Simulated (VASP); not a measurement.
Set up this calculation in VASP 6.6.1, as the native input.

| Item | Value |
| --- | --- |
| Task | single point |
| Functional | PBE |
| Potentials or basis | VASP PAW PBE potentials, release 64 (Si, N) |
| Cutoff | 520 eV |
| k mesh | 12 × 12 × 18 |
| Occupations | gaussian, width 0.1 eV |
| Spin | no spin polarisation |
| Dipole correction | no |
| Further INCAR settings | ALGO = Normal; EDIFF = 1e-06; NBANDS = 14 |

The structure of Si2N lies in POSCAR:

```
Si2N
1.0
    3.7748833694      0.0000000000      0.0000000000
    0.0000000000      3.7748833694      0.0000000000
    0.0000000000      0.0000000000      2.6236132667
Si N
2 1
Direct
    0.0000000000      0.5000000000      0.5000000000
    0.5000000000      0.0000000000      0.5000000000
    0.5000000000      0.5000000000      0.5000000000
```

The cell was built from a structure type or drawn by symmetry, and may not be a known phase.

One way to write it, as run:

INCAR

```
PREC = Accurate ; ENCUT = 520
EDIFF = 1E-6 ; ISMEAR = 0
SIGMA = 0.1 ; LREAL = F
LASPH = T ; NELM = 60
ALGO = Normal ; ISIF = 2
LWAVE = F ; LCHARG = T
GGA = PE ; LELF = T
LVHAR = T ; NBANDS = 14
```

KPOINTS

```
Automatic mesh
0
Gamma
  12 12 18
```

Potentials or basis: VASP PAW PBE potentials, release 64 (Si, N).

Run with:

```bash
$ cat potpaw_PBE.64/Si/POTCAR potpaw_PBE.64/N/POTCAR > POTCAR
$ mpirun -np 1 vasp_std > vasp.out
```

Results of the run:

| Item | Value |
| --- | --- |
| Pressure | 0.0 GPa |
| Band gap on the k mesh | zero (an odd number of electrons rules out a gap without spin polarisation) |

It took 85 s on 1 thread of Intel(R) Xeon(R) 6975P-C (Granite Rapids) (shared host), peak memory 0.23 GiB.
